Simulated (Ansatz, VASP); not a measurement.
## Two plane-wave programs on ZnS

```
CELL_PARAMETERS angstrom
3.81100 0.00000 0.00000
-1.90550 3.30042 0.00000
0.00000 0.00000 6.23400
ATOMIC_POSITIONS crystal
Zn 0.33333 0.66667 0.00000
Zn 0.66667 0.33333 0.50000
S 0.26164 0.61419 0.35722
S 0.59498 0.28085 0.85722
```

Change from the starting cell: all S atoms moved -0.300 Å, as atom 3 along Cartesian [1 1 1].

Alike in both runs: task single point; functional r2SCAN; k mesh 6 × 6 × 4; occupations gaussian, width 0.05 eV; no spin polarisation.

```csv
,VASP,Ansatz
version,VASP 6.6.1,Ansatz 0.2.0
potentials or method,"VASP PAW PBE potentials, release 64 (Zn, S), cutoff 520 eV","scalar-relativistic, plane waves, PAW"
valence electrons in the cell,36,36
```

```tsv
	VASP	Ansatz	Ansatz less VASP
gap on the k mesh at the Fermi level (eV)	2.71	2.70	-0.010
least direct gap on the mesh (eV)	2.71	2.70	-0.010
pressure (GPa)	2.1	2.0	-0.10
traceless stress, the component that is largest in VASP (GPa)	-2.73	-2.71	+0.017
rms of the force components (eV/Å)	0.791	0.783	-0.0075
```

VASP's potentials were made for PBE, not for r2SCAN. Atom by atom the forces differ by 0.008 eV/Å (rms over components).
